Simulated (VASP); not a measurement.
# Pb (a cell with a defect) in VASP: single point with PBE

Aim: the single point of Pb (a cell with a defect) with PBE.

All numbers are computed with VASP 6.6.1; they aren't measurements. Logs are shortened: lines on timing, memory, paths and dates and some standing lists are left out, and cuts for length are marked.

### Step 1. The cell of the first run

The cell holds a defect, 15 atoms: a = 8.728 Å, b = 8.728 Å, c = 8.728 Å, α = 109.47°, β = 109.47°, γ = 109.47°.

### Step 2. Single point, PBE

The input, INCAR:

```
SYSTEM = Pb
PREC = Accurate ; ENCUT = 520
EDIFF = 1E-6 ; ISMEAR = 0
SIGMA = 0.1 ; LREAL = Auto
LASPH = .True. ; NELM = 100
ALGO = Fast ; ISIF = 2
LWAVE = .False. ; LCHARG = .False.
GGA = PE ; NBANDS = 118
```

The input, KPOINTS:

```
Automatic mesh
0
Gamma
  4 4 4
  0 0 0
```

The input, POSCAR:

```
Pb
1.0
   -5.0390886965      5.0390886965     -5.0390886965
    5.0390886965      5.0390886965      5.0390886965
    5.0390886965     -5.0390886965     -5.0390886965
Pb
15
Direct
    0.0010976440      0.2489023560      0.7500000000
    0.4989023560      0.0000000000      0.5010976440
    0.7500000000      0.5000000000      0.7500000000
    0.2500000000      0.2489023560      0.5010976440
    0.4989023560      0.7510976440      0.7500000000
    0.0010976440      0.5021952879      0.5010976440
    0.7500000000      0.0000000000      0.2500000000
    0.4989023560      0.2489023560      0.2478047121
    0.7521952879      0.7510976440      0.5010976440
    0.0010976440      0.0000000000     -0.0010976440
    0.2500000000      0.5000000000      0.2500000000
    0.0010976440      0.7510976440      0.2521952879
    0.7478047121      0.2489023560     -0.0010976440
    0.4989023560      0.4978047121     -0.0010976440
    0.2500000000      0.7510976440     -0.0010976440
```

Potentials or basis: VASP PAW PBE potentials, release 64 (Pb_d).

The run is started by

```
cat potpaw_PBE.64/Pb_d/POTCAR > POTCAR
mpirun -np 1 vasp_std > vasp.out
```

OUTCAR:

```text
SYSTEM = Pb
   PREC = Accurate
   ENCUT = 520
   EDIFF = 1E-6
   ISMEAR = 0
   LREAL = Auto
   LASPH = .True.
   NELM = 100
   ISIF = 2
   GGA = PE

 ion  position               nearest neighbor table
   1  0.001  0.249  0.750-   4 3.55   9 3.55  10 3.55  14 3.55  11 3.56   7 3.56   3 3.58   6 3.58
                            13 3.58  15 3.58   2 3.58
   2  0.499  0.000  0.501-   4 3.55   5 3.55  12 3.55  13 3.55   3 3.56  11 3.56   7 3.58   9 3.58
                             8 3.58  15 3.58   1 3.58
   3  0.750  0.500  0.750-   6 3.56   9 3.56  13 3.56  14 3.56  10 3.56  15 3.56   2 3.56   4 3.56
                            12 3.58   8 3.58   5 3.58   1 3.58
   4  0.250  0.249  0.501-   1 3.55   2 3.55  12 3.55  14 3.55   3 3.56   7 3.56  11 3.58   6 3.58
                             8 3.58  10 3.58   5 3.58
   5  0.499  0.751  0.750-   2 3.55   6 3.55  13 3.55  15 3.55   7 3.56  11 3.56   3 3.58   9 3.58
                            14 3.58  10 3.58   4 3.58
   6  0.001  0.502  0.501-   5 3.55  15 3.55  12 3.55   9 3.55   3 3.56  11 3.56   7 3.58   1 3.58
                             4 3.58  13 3.58   8 3.58
   7  0.750  0.000  0.250-   8 3.56   9 3.56  12 3.56  13 3.56   1 3.56   4 3.56   5 3.56  15 3.56
                            14 3.58   6 3.58  10 3.58   2 3.58
   8  0.499  0.249  0.248-  10 3.55  15 3.55  14 3.55  13 3.55  11 3.56   7 3.56   3 3.58   2 3.58
                             4 3.58   9 3.58   6 3.58
   9  0.752  0.751  0.501-   1 3.55  10 3.55   6 3.55  12 3.55   3 3.56   7 3.56  11 3.58   5 3.58
                             2 3.58   8 3.58  14 3.58
  10  0.001  0.000  0.999-   1 3.55   8 3.55   9 3.55  15 3.55  11 3.56   3 3.56   7 3.58  12 3.58
                            13 3.58   4 3.58   5 3.58
  11  0.250  0.500  0.250-   6 3.56   8 3.56  12 3.56  14 3.56   2 3.56   5 3.56   1 3.56  10 3.56
                             9 3.58  13 3.58  15 3.58   4 3.58
  12  0.001  0.751  0.252-   2 3.55   4 3.55   6 3.55   9 3.55   7 3.56  11 3.56   3 3.58  15 3.58
                            10 3.58  13 3.58  14 3.58
  13  0.748  0.249  0.999-   2 3.55   5 3.55   8 3.55  14 3.55   3 3.56   7 3.56  11 3.58  10 3.58
                             1 3.58  12 3.58   6 3.58
  14  0.499  0.498  0.999-   1 3.55   4 3.55   8 3.55  13 3.55  11 3.56   3 3.56   7 3.58   5 3.58
                            15 3.58  12 3.58   9 3.58
  15  0.250  0.751  0.999-   5 3.55   6 3.55   8 3.55  10 3.55   7 3.56   3 3.56  11 3.58  14 3.58
                            12 3.58   1 3.58   2 3.58

  LATTYP: Found a body centered cubic cell.
 ALAT       =    10.0781773930

  Lattice vectors:

 A1 = (  -5.0390886965,   5.0390886965,  -5.0390886965)
 A2 = (   5.0390886965,   5.0390886965,   5.0390886965)
 A3 = (   5.0390886965,  -5.0390886965,  -5.0390886965)

Analysis of symmetry for initial positions (statically):
=====================================================================
 Subroutine PRICEL returns:
 Original cell was already a primitive cell.
[... 158 lines left out ...]
   GGA     = PE    functional components
   LHFCALC =     F    Hartree Fock is set to
   AEXX    =    0.0000 exact exchange contribution
   IVDW    =     0    specifies the selected vdW correction
   LEPSILON=     F    determine dielectric tensor
   LRPA    =     F    only Hartree local field effects (RPA)
 non-spin polarized calculation
 RMM-DIIS sequential band-by-band and
 Gauss-broadening in eV      SIGMA  =   0.10
  energy-cutoff  :      520.00
  volume of cell :      511.82
 maximum number of plane-waves:     13868
 NGX is ok and might be reduce to    70
   NGX = 33   NGY = 33   NGZ = 33

 number of electron     209.9999972 magnetization

 Free energy of the ion-electron system (eV)
  ---------------------------------------------------
  ext. energy  EPLUGINS =         0.00000000
  ---------------------------------------------------
  free energy    TOTEN  =       -53.22625472 eV

  energy without entropy =      -53.19825912  energy(sigma->0) =      -53.21225692

 E-fermi :   6.0968     XC(G=0):  -9.5625

 val. band max:        6.0171808550   @ k =   0.2500   0.2500   0.0000
 cond. band min:       6.1934831320   @ k =  -0.2500   0.2500   0.2500
 fundamental gap:      0.1763022769
 Fermi energy:         6.0968267326

 k-point     1 :       0.0000    0.0000    0.0000
  band No.  band energies     occupation
      1     -11.1330      2.00000
      2     -11.1330      2.00000
      3     -11.1330      2.00000
      4     -11.0644      2.00000
      5     -11.0644      2.00000
      6     -11.0548      2.00000
[... 949 lines left out ...]
    116       8.4591      0.00000
    117       8.4592      0.00000
 [bands above 117 left out]

------------------------ aborting loop because EDIFF is reached ----------------------------------------

  FORCE on cell =-STRESS in cart. coord.  units (eV):
  Direction    XX          YY          ZZ          XY          YZ          ZX
  --------------------------------------------------------------------------------------
  -------------------------------------------------------------------------------------
  Total       -3.9121643     -3.9121643     -3.9121643     -0.0000000      0.0000000      0.0000000
  in kB      -12.2464911    -12.2464911    -12.2464911     -0.0000000      0.0000000      0.0000000
  external PRESSURE =     -12.2464911 kB  Pullay stress =       0.0000000 kB

 VOLUME and BASIS-vectors are now :
 -----------------------------------------------------------------------------
  energy-cutoff  :      520.00
  volume of cell :      511.82
      direct lattice vectors                 reciprocal lattice vectors
    -5.039088697  5.039088697 -5.039088697     0.000000000  0.099224290 -0.099224290
     5.039088697  5.039088697  5.039088697     0.099224290  0.099224290  0.000000000
     5.039088697 -5.039088697 -5.039088697     0.099224290  0.000000000 -0.099224290

 POSITION                                       TOTAL-FORCE (eV/Angst)
 -----------------------------------------------------------------------------------
      5.02803     -2.51954     -2.53061        -0.020391     -0.000000     -0.020391
      0.01106     -0.01106     -5.03909         0.020391     -0.020391      0.000000
      2.51954      2.51954     -5.03909        -0.000000     -0.000000      0.000000
      2.51954     -0.01106     -2.53061         0.000000     -0.020391     -0.020391
      5.05015      2.51954     -2.50848         0.020391      0.000000      0.020391
      5.05015      0.01106     -0.00000         0.020391      0.020391      0.000000
     -2.51954      2.51954     -5.03909        -0.000000      0.000000      0.000000
     -0.01106      2.51954     -2.50848        -0.020391      0.000000      0.020391
      2.51954      5.05015     -2.53061        -0.000000      0.020391     -0.020391
      5.02803     -5.02803     -5.03909        -0.020391      0.020391      0.000000
      2.51954      2.51954      0.00000         0.000000      0.000000      0.000000
      5.05015      2.51954      2.50848         0.020391     -0.000000     -0.020391
      2.51954     -0.01106     -7.54757         0.000000     -0.020391      0.020391
      5.02803     -0.01106     -5.03909        -0.020391     -0.020391      0.000000
      7.55863      0.01106     -2.50848         0.000000      0.020391      0.020391
 -----------------------------------------------------------------------------------
    total drift:                               -0.000003      0.000003      0.000000

  FREE ENERGIE OF THE ION-ELECTRON SYSTEM (eV)
  ---------------------------------------------------
  free  energy   TOTEN  =       -53.2262547225 eV

  energy  without entropy=      -53.1982591160  energy(sigma->0) =      -53.21225692
```

OSZICAR:

```text
N       E                     dE             d eps       ncg     rms          rms(c)
DAV:   1     0.289523427646E+04    0.28952E+04   -0.98783E+04  1888   0.210E+03
DAV:   2     0.346334184139E+03   -0.25489E+04   -0.25227E+04  1888   0.604E+02
DAV:   3    -0.240615058056E+02   -0.37040E+03   -0.35903E+03  2046   0.270E+02
DAV:   4    -0.522935280142E+02   -0.28232E+02   -0.27522E+02  2168   0.766E+01
DAV:   5    -0.533181442928E+02   -0.10246E+01   -0.10183E+01  2232   0.132E+01    0.192E+00
RMM:   6    -0.532262087159E+02    0.91936E-01   -0.56176E-01  2130   0.359E+00    0.106E+00
RMM:   7    -0.532133368036E+02    0.12872E-01   -0.41657E-01  2287   0.272E+00    0.398E-01
RMM:   8    -0.532215161128E+02   -0.81793E-02   -0.11267E-01  2218   0.256E+00    0.234E-01
RMM:   9    -0.532238695606E+02   -0.23534E-02   -0.63655E-02  2525   0.120E+00    0.837E-02
RMM:  10    -0.532259730444E+02   -0.21035E-02   -0.22548E-02  2625   0.771E-01    0.521E-02
RMM:  11    -0.532261220397E+02   -0.14900E-03   -0.31554E-03  2505   0.288E-01    0.187E-02
RMM:  12    -0.532262406898E+02   -0.11865E-03   -0.13358E-03  2785   0.145E-01    0.650E-03
RMM:  13    -0.532262536104E+02   -0.12921E-04   -0.13631E-04  2478   0.432E-02    0.460E-03
RMM:  14    -0.532262533022E+02    0.30825E-06   -0.39205E-05  2718   0.260E-02    0.148E-03
RMM:  15    -0.532262546497E+02   -0.13475E-05   -0.65112E-06  1696   0.956E-03    0.599E-04
RMM:  16    -0.532262547225E+02   -0.72789E-07   -0.15250E-06  1235   0.737E-03
   1 F= -.53226255E+02 E0= -.53212257E+02  d E =-.279956E-01
```

stdout:

```text
POSCAR found type information on POSCAR Pb
 POSCAR found :  1 types and      15 ions
 scaLAPACK will be used
 LDA part: xc-table for (Slater+PW92), standard interpolation
 POSCAR, INCAR and KPOINTS ok, starting setup
 FFT: planning ... GRIDC
 FFT: planning ... GRID_SOFT
 FFT: planning ... GRID
 WAVECAR not read
 entering main loop
```

Wall time 8.4 min (1 thread of Intel Xeon 6975P-C (Granite Rapids), shared host); peak memory 0.85 GiB.

What came out:

```yaml
Free_energy: -53.2263 eV
Pressure: -1.2 GPa
Largest_force: 0.029 eV/Å
Band_gap_on_the_k_mesh: zero (band 105 reaches 6.83 eV, above the bottom of band 106 at 5.50 eV)
```

Forces on the atoms (eV/Å):
```
Pb  -0.020  0.000 -0.020
Pb   0.020 -0.020  0.000
Pb   0.000  0.000  0.000
Pb   0.000 -0.020 -0.020
Pb   0.020  0.000  0.020
Pb   0.020  0.020  0.000
Pb   0.000  0.000  0.000
Pb  -0.020  0.000  0.020
Pb   0.000  0.020 -0.020
Pb  -0.020  0.020  0.000
Pb   0.000  0.000  0.000
Pb   0.020  0.000 -0.020
Pb   0.000 -0.020  0.020
Pb  -0.020 -0.020  0.000
Pb   0.000  0.020  0.020
```

Levels at points of the mesh, in eV from the Fermi level:
| k point | band 103 | band 104 | band 105 | band 106 | band 107 | band 108 |
| --- | --- | --- | --- | --- | --- | --- |
| (0.00, 0.00, 0.00) | -0.62 | -0.62 | -0.62 | 0.42 | 0.42 | 0.42 |
| (0.50, 0.00, 0.00) | -1.09 | -0.89 | -0.57 | -0.42 | 0.98 | 1.06 |
| (0.50, 0.50, 0.50) | -1.20 | -0.59 | -0.59 | -0.59 | 0.31 | 0.32 |

Caveat: spin-orbit coupling is left out, which moves the levels of the heavy elements.
